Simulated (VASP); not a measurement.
Input of a VASP 6.6.1 run:

File INCAR:

```
SYSTEM = AlC3
PREC = Accurate
ENCUT = 520
EDIFF = 1E-7
ISMEAR = 1
SIGMA = 0.01
LREAL = .FALSE.
LASPH = .TRUE.
NELM = 100
ALGO = Normal
ISIF = 2
LWAVE = .FALSE.
LCHARG = .FALSE.
GGA = PE
NBANDS = 16
```

File KPOINTS:

```
regular mesh
0
G
  7 7 7
  0 0 0
```

Contents of POSCAR:

```
AlC3
1.0
    3.2501434331      0.0000000000      0.0000000000
    0.0000000000      3.2501434331      0.0000000000
    0.0000000000      0.0000000000      3.2501434331
Al C
1 3
Direct
    0.0000000000      0.0000000000      0.0000000000
    0.0000000000      0.5000000000      0.5000000000
    0.5000000000      0.0000000000      0.5000000000
    0.5000000000      0.5000000000      0.0000000000
```

Potentials or basis: VASP PAW PBE potentials, release 64 (Al, C).

The run is started by

```bash
$ cat potpaw_PBE.64/Al/POTCAR potpaw_PBE.64/C/POTCAR > POTCAR
$ mpirun -np 1 vasp_std > vasp.out
```

Predict the pressure.

-6.5 GPa.
